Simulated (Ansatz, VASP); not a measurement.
**C: VASP beside Ansatz**

```
C
1.0
     0.00000    1.60199    1.60199
     1.60199    0.00000    1.60199
     1.60199    1.60199    0.00000
C
1
Cartesian
  0.0000 0.0000 0.0000
```

Alike in both runs: functional BLYP; k mesh 18 × 18 × 18; occupations fermi-dirac, width 0.1 eV; no spin polarisation.

Ansatz relaxed the structure, and its values are those at the end. VASP's run is a single point on that final structure, the one shown.

|  | VASP | Ansatz |
| --- | --- | --- |
| version | VASP 6.6.1 | Ansatz 0.2.0 |
| potentials or method | VASP PAW PBE potentials, release 64 (C), cutoff 600 eV | plane waves (420 eV) with PAW, scalar-relativistic |
| valence electrons in the cell | 4 | 4 |

Ansatz gave:

- pressure (GPa): 0.0

Q: Which values does VASP return?

A: Pressure (GPa): -0.1.

VASP's potentials were made for PBE, not for BLYP.
